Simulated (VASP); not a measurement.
## AlAs: single point with PBE-based global hybrid

The system is AlAs.

```
CELL_PARAMETERS angstrom
0.00000 2.83040 2.83040
2.83040 0.00000 2.83040
2.83040 2.83040 0.00000
ATOMIC_POSITIONS crystal
Al 0.00000 0.00000 0.00000
As 0.25000 0.25000 0.25000
```

```yaml
Program: VASP 6.6.1
Task: single point
Functional: PBE-based global hybrid
Potentials_or_basis: VASP PAW PBE potentials, release 64 (Al, As)
Cutoff: 400 eV
k_mesh: 4 × 4 × 4
Occupations: fermi-dirac, width 0.1 eV
Spin: no spin polarisation
Dipole_correction: no
Grid_for_exact_exchange_PRECFOCK: Normal
Share_of_exact_exchange: 0.35
Further_INCAR_settings: ALGO = Normal; EDIFF = 1e-06; NBANDS = 11
```

```json
{
 "Pressure": "-0.1 GPa",
 "Band gap on the k mesh": "3.40 eV, indirect (least direct gap 4.36 eV)"
}
```

Levels at points of the mesh, in eV from the valence-band top:
```
           k point  band 1  band 2  band 3  band 4  band 5  band 6  band 7  band 8  band 9
(0.00, 0.00, 0.00)  -13.61    0.00    0.00    0.00    4.36    6.57    6.57    6.57   11.35
(0.50, 0.00, 0.00)  -11.93   -6.40   -0.94   -0.94    4.30    6.97    6.97   10.14   13.92
(0.50, 0.50, 0.00)  -11.27   -6.24   -2.48   -2.48    3.40    4.33   13.29   13.29   14.69
```

Run time: 2.8 min on 1 thread of Intel Xeon 8259CL, with other jobs on the host, peak memory 0.16 GiB.

Caveat: the k points lie up to 0.48 Å⁻¹ apart; the PAW data sets were made with another functional, which shifts forces and pressure a little. A k mesh can miss the band edges.
